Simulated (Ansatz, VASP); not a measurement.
Two plane-wave programs on Y

File INCAR:

```
SYSTEM = Y
  ALGO = Fast
  EDIFF = 1E-6
  ENCUT = 520
  GGA = PS
  ISIF = 2
  ISMEAR = 0
  LASPH = .TRUE.
  LCHARG = .FALSE.
  LREAL = .FALSE.
  LWAVE = .FALSE.
  NBANDS = 12
  NELM = 80
  PREC = Accurate
  SIGMA = 0.1
```

The input KPOINTS:

```
k-points
0
G
  14 14 14
  0 0 0
```

The input POSCAR:

```
Y
1.0
    0.0000000000      2.5372783222      2.5372783222
    2.5372783222      0.0000000000      2.5372783222
    2.5372783222      2.5372783222      0.0000000000
Y
1
Direct
    0.0000000000      0.0000000000      0.0000000000
```

Input for Ansatz:

```yaml
crystal:
  lattice:
    - [0.0, 2.5372783222, 2.5372783222]
    - [2.5372783222, 0.0, 2.5372783222]
    - [2.5372783222, 2.5372783222, 0.0]
  atoms:
    - { symbol: "Y", position: [0.0, 0.0, 0.0] }
basis:
  ecutwfc: 420
kpoints:
  mp_grid: { grid: [14, 14, 14] }
hamiltonian:
  xc: pbesol
scf:
  occupations: { method: gaussian, width: 0.1 }
output:
  forces: true
  stress: true
  eigenvalues: true
```

Alike in both runs: task single point; functional PBEsol; k mesh 14 × 14 × 14; occupations gaussian, width 0.1 eV; no spin polarisation.

|  | VASP | Ansatz |
| --- | --- | --- |
| version | VASP 6.6.1 | Ansatz 0.2.0 |
| potentials or method | VASP PAW PBE potentials, release 64 (Y_sv), cutoff 520 eV | scalar-relativistic, plane waves, PAW |
| valence electrons in the cell | 11 | 11 |

```tsv
	VASP	Ansatz	Ansatz less VASP
gap on the k mesh at the Fermi level (eV)	none	none	-
pressure (GPa)	-2.3	-2.2	+0.11
```

VASP's potentials were made for PBE, not for PBEsol. A gap of «none» marks a metal or a gap that the smearing closes.
